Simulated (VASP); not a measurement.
Input of a VASP 6.6.1 run:

File INCAR:

```
SYSTEM = CaMg3F8
ALGO = Normal
EDIFF = 1E-7
EDIFFG = -0.005
ENCUT = 600
GGA = PE
GGA_COMPAT = .False.
IBRION = 2
ISIF = 3
ISMEAR = -1
LASPH = .True.
LCHARG = .False.
LREAL = .False.
LWAVE = .False.
NELM = 120
NELMIN = 4
NSW = 80
PREC = Accurate
SIGMA = 0.02
```

The input KPOINTS:

```
k-points
0
Gamma
  4 4 6
  0 0 0
```

POSCAR

```
CaMg3F8
1.0
    3.6212018500     -5.1211527600      0.0000000000
    3.6212018500      5.1211527600      0.0000000000
    0.0000000000      0.0000000000      3.6212018500
Mg F Ca
3 8 1
Direct
    0.0000000000      0.0000000000      0.0000000000
    0.5000000000      0.0000000000      0.5000000000
    0.0000000000      0.5000000000      0.5000000000
    0.3750000000      0.6250000000      0.5000000000
    0.1250000000      0.8750000000      0.5000000000
    0.8750000000      0.6250000000      0.0000000000
    0.6250000000      0.8750000000      0.0000000000
    0.3750000000      0.1250000000      0.0000000000
    0.1250000000      0.3750000000      0.0000000000
    0.8750000000      0.1250000000      0.5000000000
    0.6250000000      0.3750000000      0.5000000000
    0.5000000000      0.5000000000      0.0000000000
```

Potentials or basis: VASP PAW PBE potentials, release 64 (Mg, F, Ca_sv).

Launch:

```console
$ cat potpaw_PBE.64/Mg/POTCAR potpaw_PBE.64/F/POTCAR potpaw_PBE.64/Ca_sv/POTCAR > POTCAR
$ mpirun -np 1 vasp_std > vasp.out
```

What does it give for the relaxed cell?

a = 6.276 Å, b = 6.276 Å, c = 3.633 Å, α = 90.00°, β = 90.00°, γ = 110.02°.

Estimate the relaxed volume.

11.20 Å³/atom.

What does it give for the space group after relaxing (to 0.1 Å)?

Cmmm (No. 65).

Final structure:
```xyz
12
Lattice="3.5988 -5.1416 0.0000 3.5988 5.1416 0.0000 0.0000 0.0000 3.6331" Properties=species:S:1:pos:R:3 pbc="T T T"
Mg    0.0000    0.0000    0.0000
Mg    1.7994   -2.5708    1.8166
Mg    1.7994    2.5708    1.8166
F     3.5988    1.4249    1.8166
F     3.5988    3.9000    1.8166
F     5.4916   -1.3285    0.0000
F     5.4916    1.3285    0.0000
F     1.7060   -1.3285    0.0000
F     1.7060    1.3285    0.0000
F     3.5988   -3.9000    1.8166
F     3.5988   -1.4249    1.8166
Ca    3.5988    0.0000    0.0000
```
